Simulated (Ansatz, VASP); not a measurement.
**As2O: VASP beside Ansatz**

```
O As
1.0
     3.04570   -0.01452   -0.01861
    -1.53542    2.57209    0.01697
    -0.03039    0.01445    4.58862
O As
1 2
Direct
  0.94408 0.75650 0.09446
  0.26535 0.43847 0.33234
  0.58964 0.07327 0.75573
```

Alike in both runs: task single point; functional PBE; k mesh 3 × 3 × 1; occupations fermi-dirac, width 0.15 eV; non-collinear spin, spin-orbit coupling.

|  | VASP | Ansatz |
| --- | --- | --- |
| version | VASP 6.6.1 | Ansatz 0.2.0 development build |
| potentials or method | VASP PAW PBE potentials, release 64 (O, As_d) | plane waves, PAW datasets (generated soft set 1) |
| plane-wave cutoff (eV) | 700 | 420 |
| valence electrons in the cell | 36 | 36 |

Ansatz gave:

```
rms of the force components (eV/Å) : 0.442
```

What did VASP give for the same quantities?

rms of the force components (eV/Å): 0.443.

Atom by atom the forces differ by 0.012 eV/Å (rms over components). With one functional, cell and mesh, what is left measures potentials, basis and numerics. Ansatz's warnings: stress scf threshold loose.

The k mesh is coarse, so the values compare programs but aren't converged.
